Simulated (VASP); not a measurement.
# Ba (P4/mmm) in VASP: single point with LDA

Aim: the single point of Ba with LDA.

Program: VASP 6.6.1. These are calculated values, not measurements. Logs are shortened: lines on timing, memory, paths and dates and some standing lists are left out, and cuts for length are marked.

### Step 1. The cell of the first run

It takes space group P4/mmm (No. 123, tetragonal). Conventional cell: a = 4.000 Å, b = 4.000 Å, c = 3.606 Å, α = 90.00°, β = 90.00°, γ = 90.00°. Ba (site symmetry 4/mmm) has 6 Ba at 3.61 to 4.00 Å within 4.7 Å.

### Step 2. Single point, LDA

INCAR

```
SYSTEM = Ba
PREC = Accurate ; ENCUT = 500
EDIFF = 1E-6 ; ISMEAR = -1
SIGMA = 0.1 ; LREAL = .FALSE.
LASPH = .TRUE. ; NELM = 120
ALGO = Normal ; ISIF = 2
LWAVE = .FALSE. ; LCHARG = .FALSE.
GGA = CA ; NBANDS = 17
GGA_COMPAT = .FALSE.
```

KPOINTS

```
regular mesh
0
G
  4 4 2
  0 0 0
```

POSCAR

```
Ba
1.0
    3.9996500000      0.0000000000      0.0000000000
    0.0000000000      3.9996500000      0.0000000000
    0.0000000000      0.0000000000      7.2110780000
Ba
2
Direct
    0.5000000000      0.5000000000      0.2500000000
    0.5000000000      0.5000000000      0.7500000000
```

Potentials or basis: VASP PAW LDA potentials, release 64 (Ba_sv).

Command:

```sh
$ cat potpaw_LDA.64/Ba_sv/POTCAR > POTCAR
$ mpirun -np 1 vasp_std > vasp.out
```

OUTCAR:

```text
SYSTEM = Ba
   PREC = Accurate
   ENCUT = 500
   EDIFF = 1E-6
   ISMEAR = -1
   LREAL = .FALSE.
   LASPH = .TRUE.
   NELM = 120
   ISIF = 2
   GGA = CA

 ion  position               nearest neighbor table
   1  0.500  0.500  0.250-   2 3.61   2 3.61
   2  0.500  0.500  0.750-   1 3.61   1 3.61

  LATTYP: Found a simple tetragonal cell.
 ALAT       =     3.9996500000
 C/A-ratio  =     1.8029272561

  Lattice vectors:

 A1 = (   3.9996500000,   0.0000000000,   0.0000000000)
 A2 = (   0.0000000000,   3.9996500000,   0.0000000000)
 A3 = (   0.0000000000,   0.0000000000,   7.2110780000)

Analysis of symmetry for initial positions (statically):
=====================================================================
 Subroutine PRICEL returns following result:

  LATTYP: Found a simple tetragonal cell.
 ALAT       =     3.9996500000
 C/A-ratio  =     0.9014636281

  Lattice vectors:

 A1 = (   3.9996500000,   0.0000000000,   0.0000000000)
 A2 = (   0.0000000000,   3.9996500000,   0.0000000000)
 A3 = (   0.0000000000,   0.0000000000,   3.6055390000)

   2 primitive cells build up your supercell.

 Routine SETGRP: Setting up the symmetry group for a
 simple tetragonal supercell.

 Subroutine GETGRP returns: Found 16 space group operations
 (whereof 16 operations were pure point group operations)
 out of a pool of 16 trial point group operations.

The static configuration has the point symmetry D_4h.

Analysis of symmetry for dynamics (positions and initial velocities):
=====================================================================
 Subroutine PRICEL returns following result:

  LATTYP: Found a simple tetragonal cell.
 ALAT       =     3.9996500000
 C/A-ratio  =     0.9014636281

  Lattice vectors:

 A1 = (   3.9996500000,   0.0000000000,   0.0000000000)
 A2 = (   0.0000000000,   3.9996500000,   0.0000000000)
 A3 = (   0.0000000000,   0.0000000000,   3.6055390000)

   2 primitive cells build up your supercell.

 Routine SETGRP: Setting up the symmetry group for a
 simple tetragonal supercell.

 Subroutine GETGRP returns: Found 16 space group operations
 (whereof 16 operations were pure point group operations)
 out of a pool of 16 trial point group operations.

The dynamic configuration has the point symmetry D_4h.

 Subroutine INISYM returns: Found 16 space group operations
 (whereof 16 operations are pure point group operations),
 and found     2 'primitive' translations

----------------------------------------------------------------------------------------

                                     Primitive cell

  volume of cell :      57.6785

  direct lattice vectors                    reciprocal lattice vectors
     3.999650000  0.000000000  0.000000000     0.250021877  0.000000000  0.000000000
     0.000000000  3.999650000  0.000000000     0.000000000  0.250021877  0.000000000
     0.000000000  0.000000000  3.605539000     0.000000000  0.000000000  0.277351042

  length of vectors
     3.999650000  3.999650000  3.605539000     0.250021877  0.250021877  0.277351042

  position of ions in fractional coordinates (direct lattice)
     0.500000000  0.500000000  0.500000000

  ion indices of the primitive-cell ions
   primitive index   ion index
                 1           1

----------------------------------------------------------------------------------------

 KPOINTS: regular mesh

Automatic generation of k-mesh.
 Grid dimensions read from file:
 generate k-points for:    4    4    2

 Generating k-lattice:

  Cartesian coordinates                     Fractional coordinates (reciprocal lattice)
     0.062505469  0.000000000  0.000000000     0.250000000  0.000000000  0.000000000
     0.000000000  0.062505469  0.000000000     0.000000000  0.250000000  0.000000000
     0.000000000  0.000000000  0.069337761     0.000000000  0.000000000  0.500000000

  Length of vectors
     0.062505469  0.062505469  0.069337761

  Shift w.r.t. Gamma in fractional coordinates (k-lattice)
     0.000000000  0.000000000  0.000000000

 Subroutine IBZKPT returns following result:
 ===========================================

 Found     12 irreducible k-points:

 Following reciprocal coordinates:
            Coordinates               Weight
  0.000000  0.000000  0.000000      1.000000
  0.250000  0.000000  0.000000      4.000000
  0.500000  0.000000  0.000000      2.000000
  0.250000  0.250000  0.000000      4.000000
  0.500000  0.250000  0.000000      4.000000
  0.500000  0.500000  0.000000      1.000000
  0.000000  0.000000  0.500000      1.000000
  0.250000  0.000000  0.500000      4.000000
  0.500000  0.000000  0.500000      2.000000
  0.250000  0.250000  0.500000      4.000000
  0.500000  0.250000  0.500000      4.000000
  0.500000  0.500000  0.500000      1.000000
   k-points           NKPTS =     12   k-points in BZ     NKDIM =     12   number of bands    NBANDS=     17
   number of dos      NEDOS =    301   number of ions     NIONS =      2
   total plane-waves  NPLWV =  48600
   dimension x,y,z NGX =    30 NGY =   30 NGZ =   54
   dimension x,y,z NGXF=    60 NGYF=   60 NGZF=  108
   ions per type =               2
   NGX,Y,Z   is equivalent  to a cutoff of  12.47, 12.47, 12.45 a.u.
   NGXF,Y,Z  is equivalent  to a cutoff of  24.94, 24.94, 24.90 a.u.
 SYSTEM =  Ba
   PREC   = accura    normal or accurate (medium, high low for compatibility)
   ISTART =      0    job   : 0-new  1-cont  2-samecut
   ICHARG =      2    charge: 1-file 2-atom 10-const
   ISPIN  =      1    spin polarized calculation?
   LNONCOLLINEAR =      F non collinear calculations
   LSORBIT =      F    spin-orbit coupling
   LASPH  =      T    aspherical Exc in radial PAW
   ENCUT  =  500.0 eV  36.75 Ry    6.06 a.u.   7.29  7.29 13.15*2*pi/ulx,y,z
   NELM   =    120;   NELMIN=  2; NELMDL= -5     # of ELM steps
   EDIFF  = 0.1E-05   stopping-criterion for ELM
   LREAL  =      F    real-space projection
   EDIFFG = 0.1E-04   stopping-criterion for IOM
   NSW    =      0    number of steps for IOM
   IBRION =     -1    ionic relax: 0-MD 1-quasi-New 2-CG
   NFREE  =      0    steps in history (QN), initial steepest desc. (CG)
   ISIF   =      2    stress and relaxation
   ISYM   =      2    0-nonsym 1-usesym 2-fastsym
   POTIM  = 0.5000    time-step for ionic-motion
   TEBEG  =    0.0;   TEEND  =   0.0 temperature during run
   PSTRESS=    0.0 pullay stress
   NELECT =      20.0000    total number of electrons
   NUPDOWN=      -1.0000    fix difference up-down
   EMIN   =  10.00;   EMAX   =-10.00  energy-range for DOS
   EFERMI =   0.00;   METHOD = LEGACY
   ISMEAR =    -1;   SIGMA  =   0.10  broadening in eV -4-tet -1-fermi 0-gaus
   EFERMI_NEDOS =   21; number of points for ismear=-14 and -15
   IALGO  =     38    algorithm
   IMIX   =      4    mixing-type and parameters
     AMIX     =   0.40;   BMIX     =  1.00
     AMIX_MAG =   1.60;   BMIX_MAG =  1.00
  volume/ion in A,a.u.               =      57.68       389.23
  Fermi-wavevector in a.u.,A,eV,Ry     =   0.912858  1.725052 11.337878  0.833311
  Thomas-Fermi vector in A             =   2.037303
   LORBIT       =      0    0 simple, 1 ext, 2 COOP (PROOUT), +10 PAW based schemes
   GGA     = CA    functional components
   LHFCALC =     F    Hartree Fock is set to
   AEXX    =    0.0000 exact exchange contribution
   IVDW    =     0    specifies the selected vdW correction
   LEPSILON=     F    determine dielectric tensor
   LRPA    =     F    only Hartree local field effects (RPA)
 non-spin polarized calculation
  energy-cutoff  :      500.00
  volume of cell :      115.36
 maximum number of plane-waves:      2948
 NGX is ok and might be reduce to    30
   NGX = 15   NGY = 15   NGZ = 27

 number of electron      19.9999998 magnetization

 Free energy of the ion-electron system (eV)
  ---------------------------------------------------
  ext. energy  EPLUGINS =         0.00000000
  ---------------------------------------------------
  free energy    TOTEN  =        -3.84116411 eV

  energy without entropy =       -3.70106210  energy(sigma->0) =       -3.77111310

 E-fermi :   1.5705     XC(G=0):  -7.8713

 val. band max:        1.5615064490   @ k =   0.0000   0.0000   0.0000
 cond. band min:       1.7511127897   @ k =   0.2500   0.0000   0.0000
 fundamental gap:      0.1896063407
 Fermi energy:         1.5704942325

 k-point     1 :       0.0000    0.0000    0.0000
  band No.  band energies     occupation
      1     -27.3266      2.00000
      2     -27.1641      2.00000
      3     -13.2636      2.00000
      4     -12.2023      2.00000
      5     -12.2023      2.00000
      6     -12.0380      2.00000
[... 9 lines left out ...]
     16       3.7591      0.00000
     17       6.3462      0.00000

 k-point     2 :       0.2500    0.0000    0.0000
  band No.  band energies     occupation
      1     -27.3001      2.00000
      2     -27.1391      2.00000
      3     -13.2149      2.00000
      4     -12.5559      2.00000
      5     -12.3573      2.00000
      6     -12.1711      2.00000
[... 9 lines left out ...]
     16       4.9533      0.00000
     17       4.9822      0.00000

 k-point     3 :       0.5000    0.0000    0.0000
  band No.  band energies     occupation
      1     -27.2734      2.00000
      2     -27.1137      2.00000
      3     -13.1651      2.00000
      4     -12.8779      2.00000
      5     -12.6516      2.00000
      6     -12.1394      2.00000
[... 9 lines left out ...]
     16       4.9712      0.00000
     17       5.3225      0.00000

 k-point     4 :       0.2500    0.2500    0.0000
  band No.  band energies     occupation
      1     -27.2740      2.00000
      2     -27.1143      2.00000
      3     -13.1682      2.00000
      4     -12.5264      2.00000
      5     -12.5039      2.00000
      6     -12.3302      2.00000
[... 9 lines left out ...]
     16       4.1568      0.00000
     17       4.7638      0.00000

 k-point     5 :       0.5000    0.2500    0.0000
  band No.  band energies     occupation
      1     -27.2476      2.00000
      2     -27.0893      2.00000
      3     -13.1205      2.00000
      4     -12.8296      2.00000
      5     -12.6106      2.00000
      6     -12.4736      2.00000
[... 9 lines left out ...]
     16       4.6750      0.00000
     17       5.4964      0.00000

 k-point     6 :       0.5000    0.5000    0.0000
  band No.  band energies     occupation
      1     -27.2216      2.00000
      2     -27.0646      2.00000
      3     -13.0750      2.00000
      4     -12.7802      2.00000
      5     -12.7802      2.00000
      6     -12.5687      2.00000
[... 9 lines left out ...]
     16       5.7017      0.00000
     17       5.7846      0.00000

 k-point     7 :       0.0000    0.0000    0.5000
  band No.  band energies     occupation
      1     -27.2467      2.00000
      2     -27.2467      2.00000
      3     -12.5937      2.00000
      4     -12.5937      2.00000
      5     -12.1215      2.00000
      6     -12.1215      2.00000
[... 9 lines left out ...]
     16       4.9467      0.00000
     17       4.9467      0.00000

 k-point     8 :       0.2500    0.0000    0.5000
  band No.  band energies     occupation
      1     -27.2209      2.00000
      2     -27.2209      2.00000
      3     -12.5564      2.00000
      4     -12.5564      2.00000
      5     -12.4557      2.00000
      6     -12.4557      2.00000
[... 9 lines left out ...]
     16       4.1927      0.00000
     17       5.0190      0.00000

 k-point     9 :       0.5000    0.0000    0.5000
  band No.  band energies     occupation
      1     -27.1948      2.00000
      2     -27.1948      2.00000
      3     -12.7675      2.00000
      4     -12.7675      2.00000
      5     -12.5128      2.00000
      6     -12.5128      2.00000
[... 9 lines left out ...]
     16       4.5060      0.00000
     17       5.0529      0.00000

 k-point    10 :       0.2500    0.2500    0.5000
  band No.  band energies     occupation
      1     -27.1954      2.00000
      2     -27.1954      2.00000
      3     -12.5202      2.00000
      4     -12.5202      2.00000
      5     -12.4250      2.00000
      6     -12.4250      2.00000
[... 9 lines left out ...]
     16       4.2302      0.00000
     17       4.3569      0.00000

 k-point    11 :       0.5000    0.2500    0.5000
  band No.  band energies     occupation
      1     -27.1697      2.00000
      2     -27.1697      2.00000
      3     -12.7226      2.00000
      4     -12.7226      2.00000
      5     -12.4778      2.00000
      6     -12.4778      2.00000
[... 9 lines left out ...]
     16       4.1707      0.00000
     17       4.7562      0.00000

 k-point    12 :       0.5000    0.5000    0.5000
  band No.  band energies     occupation
      1     -27.1443      2.00000
      2     -27.1443      2.00000
      3     -12.6768      2.00000
      4     -12.6768      2.00000
      5     -12.6768      2.00000
      6     -12.6768      2.00000
[... 9 lines left out ...]
     16       4.4757      0.00000
     17       7.7193      0.00000

------------------------ aborting loop because EDIFF is reached ----------------------------------------

  FORCE on cell =-STRESS in cart. coord.  units (eV):
  Direction    XX          YY          ZZ          XY          YZ          ZX
  --------------------------------------------------------------------------------------
  -------------------------------------------------------------------------------------
  Total       -1.2539097     -1.2539097      0.7403547      0.0000000     -0.0000000      0.0000000
  in kB      -17.4153681    -17.4153681     10.2826779      0.0000000     -0.0000000      0.0000000
  external PRESSURE =      -8.1826861 kB  Pullay stress =       0.0000000 kB

 VOLUME and BASIS-vectors are now :
 -----------------------------------------------------------------------------
  energy-cutoff  :      500.00
  volume of cell :      115.36
      direct lattice vectors                 reciprocal lattice vectors
     3.999650000  0.000000000  0.000000000     0.250021877  0.000000000  0.000000000
     0.000000000  3.999650000  0.000000000     0.000000000  0.250021877  0.000000000
     0.000000000  0.000000000  7.211078000     0.000000000  0.000000000  0.138675521

 POSITION                                       TOTAL-FORCE (eV/Angst)
 -----------------------------------------------------------------------------------
      1.99982      1.99982      1.80277         0.000000      0.000000      0.000000
      1.99982      1.99982      5.40831         0.000000      0.000000      0.000000
 -----------------------------------------------------------------------------------
    total drift:                                0.000000      0.000000      0.000000

  FREE ENERGIE OF THE ION-ELECTRON SYSTEM (eV)
  ---------------------------------------------------
  free  energy   TOTEN  =        -3.8411641112 eV

  energy  without entropy=       -3.7010620960  energy(sigma->0) =       -3.77111310
```

Run time: 20 s. Hardware: 1 thread of Intel Xeon Platinum 8488C (Sapphire Rapids), shared host; peak memory 0.17 GiB.

What came out:

| Quantity | Value |
| --- | --- |
| Free energy | -3.8412 eV |
| Pressure | -0.8 GPa |
| Band gap on the k mesh | zero (bands 10 and 11 overlap by 0.20 eV) |

Stress tensor (GPa, compression positive):
```
-1.74  0.00  0.00
 0.00 -1.74  0.00
 0.00  0.00  1.03
```

Caveat: the k points lie up to 0.44 Å⁻¹ apart; spin-orbit coupling is left out, which moves the levels of the heavy elements.
